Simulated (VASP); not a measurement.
Wanted: the native input for a VASP 6.6.1 run.

| Property | Result |
| --- | --- |
| Task | single point |
| Functional | PBE |
| Potentials or basis | VASP PAW PBE potentials, release 64 (Ga_d, N) |
| Cutoff | 520 eV |
| k mesh | 8 × 8 × 5 |
| Occupations | gaussian, width 0.03 eV |
| Spin | no spin polarisation |
| Dipole correction | no |
| Further INCAR settings | ALGO = Normal; EDIFF = 1e-07; NBANDS = 26 |

The structure of GaN lies in POSCAR:

```
GaN
1.0
    3.2081339984      0.0000000000      0.0000000000
   -1.6040669992      2.7783255414      0.0000000000
    0.0000000000      0.0000000000      5.1850000000
Ga N
2 2
Direct
    0.3333333333      0.6666666667     -0.0004977573
    0.6666666667      0.3333333333      0.4995022427
    0.3333333333      0.6666666667      0.3774977573
    0.6666666667      0.3333333333      0.8774977573
```

One way to write it, as run:

INCAR

```
SYSTEM = GaN
ALGO     = Normal         ! electronic algorithm
EDIFF    = 1E-7           ! SCF threshold, eV
ENCUT    = 520            ! plane-wave cutoff, eV
GGA      = PE             ! functional
ISIF     = 2              ! what is computed and relaxed
ISMEAR   = 0              ! smearing method
LASPH    = .TRUE.         ! aspherical terms in the spheres
LCHARG   = .FALSE.        ! write CHGCAR
LREAL    = .FALSE.        ! projectors in reciprocal space
LWAVE    = .FALSE.        ! write WAVECAR
NBANDS   = 26             ! bands
NELM     = 60             ! most SCF steps
PREC     = Accurate       ! precision mode
SIGMA    = 0.03           ! smearing width, eV
```

KPOINTS

```
k-points
0
G
  8 8 5
  0 0 0
```

Potentials or basis: VASP PAW PBE potentials, release 64 (Ga_d, N).

The run is started by

```console
$ cat potpaw_PBE.64/Ga_d/POTCAR potpaw_PBE.64/N/POTCAR > POTCAR
$ mpirun -np 1 vasp_std > vasp.out
```

It gave:

```json
{
  "Pressure": "3.2 GPa",
  "Band gap on the k mesh": "1.85 eV"
}
```

Caveat: the cell stands under pressure.

Wall time 76 s on 1 thread of AMD EPYC 7R13, on a shared host, peak memory 0.14 GiB.
